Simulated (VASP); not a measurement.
Input of a VASP 6.6.1 run:

File INCAR:

```
PREC     = Accurate       # precision mode
ENCUT    = 520            # plane-wave cutoff, eV
EDIFF    = 1E-7           # SCF threshold, eV
ISMEAR   = 0              # smearing method
SIGMA    = 0.1            # smearing width, eV
LREAL    = Auto         
LASPH    = T              # aspherical terms in the spheres
NELM     = 60             # most SCF steps
ALGO     = Normal         # electronic algorithm
ISIF     = 2              # what is computed and relaxed
LWAVE    = F              # write WAVECAR
LCHARG   = T              # write CHGCAR
GGA      = PE             # functional
LELF     = T              # ELF
LVHAR    = T            
NBANDS   = 46             # bands
```

The input KPOINTS:

```
Automatic mesh
0
Gamma
  10 10 2
```

The input POSCAR:

```
Al
1.0
    4.0414568371      0.0000000000      0.0000000000
   -2.0207284185      4.5184861079      0.0000000000
    0.0000000000      0.0000000000     19.0069714783
Al
20
Direct
    0.4005224460      0.8010448920      0.0709628206
    0.2001807218      0.4003614436      0.2700012248
    0.6971125773      0.3942251545      0.0402680489
    0.4998192782     -0.0003614436      0.2218350409
    0.8965978812      0.7931957624      0.3173247940
    0.8034021188      0.6068042376      0.1745114717
    0.6039843292      0.2079686585      0.3650760047
    0.0960156708      0.1920313415      0.1267602611
    0.2994775540      0.5989551080      0.4208734451
    0.0028874227      0.0057748455      0.4515682168
    0.9005224460      0.8010448920      0.9208734451
    0.7001807218      0.4003614436      0.7218350409
    0.1971125773      0.3942251545      0.9515682168
   -0.0001807218     -0.0003614436      0.7700012248
    0.3965978812      0.7931957624      0.6745114717
    0.3034021188      0.6068042376      0.8173247940
    0.1039843292      0.2079686585      0.6267602611
    0.5960156708      0.1920313415      0.8650760047
    0.7994775540      0.5989551080      0.5709628206
    0.5028874227      0.0057748455      0.5402680489
```

Potentials or basis: VASP PAW PBE potentials, release 64 (Al).

Run with:

```console
$ cat potpaw_PBE.64/Al/POTCAR > POTCAR
$ mpirun -np 1 vasp_std > vasp.out
```

Problem. Estimate the largest force.

Solution. 0.005 eV/Å.

Problem. Predict the band gap on the k mesh.

Solution. Zero (bands 30 and 31 overlap by 2.62 eV).

Stress tensor (GPa, compression positive):
```
 0.63  0.00  0.00
 0.00 -0.76  0.00
 0.00  0.00  0.02
```
